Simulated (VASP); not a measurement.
PtS2:

```xyz
3
Lattice="3.5898 0.0000 0.0000 -1.7949 3.1089 0.0000 0.0000 0.0000 5.1051" Properties=species:S:1:pos:R:3 pbc="T T T"
Pt    0.0000    0.0000    0.0000
S     1.7949    1.0363    3.9462
S     0.0000    2.0726    1.1589
```

Base run:

* Program: VASP 6.6.1
* Functional: r2SCAN
* Potentials or basis: VASP PAW PBE potentials, release 64 (Pt, S)
* Cutoff: 520 eV
* k mesh: 7 × 7 × 5
* Occupations: fermi-dirac, width 0.05 eV
* Spin: no spin polarisation

Its results: band gap on the k mesh 1.01 eV, indirect (least direct gap 1.30 eV); pressure 2.8 GPa; largest force 0.631 eV/Å.

Question: The run is repeated on the same cell with these changes: functional from r2SCAN to PBE. What comes out?

Answer: Band gap on the k mesh 0.86 eV, indirect (least direct gap 1.13 eV); pressure 4.8 GPa; largest force 0.643 eV/Å.

r2SCAN gives the wider gap, since meta-GGAs in the generalised Kohn-Sham scheme recover part of the derivative discontinuity.

Caveats: spin-orbit coupling is left out, which moves the levels of the heavy elements; the PAW data sets were made with another functional, which shifts forces and pressure a little (some runs).

A k mesh can miss the band edges.
